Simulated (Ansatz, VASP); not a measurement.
## One calculation of ZrO2, two programs

```
Zr O
1.0
     0.00000    2.52998    2.52998
     2.52998    0.00000    2.52998
     2.52998    2.52998    0.00000
Zr O
1 2
Cartesian
  0.0000 0.0000 0.0000
  1.2650 1.2650 1.2650
  3.7950 3.7950 3.7950
```

Alike in both runs: task single point; functional PBEsol; k mesh 8 × 8 × 8; occupations gaussian, width 0.05 eV; no spin polarisation.

|  | VASP | Ansatz |
| --- | --- | --- |
| version | VASP 6.6.1 | Ansatz 0.2.0 |
| potentials or method | VASP PAW PBE potentials, release 64 (Zr_sv, O), cutoff 600 eV | scalar-relativistic, plane waves, PAW |
| valence electrons in the cell | 24 | 24 |

```tsv
	VASP	Ansatz	Ansatz less VASP
gap on the k mesh at the Fermi level (eV)	3.33	3.34	+0.005
least direct gap on the mesh (eV)	3.77	3.77	+0.003
pressure (GPa)	0.9	0.6	-0.25
```

VASP's potentials were made for PBE, not for PBEsol.
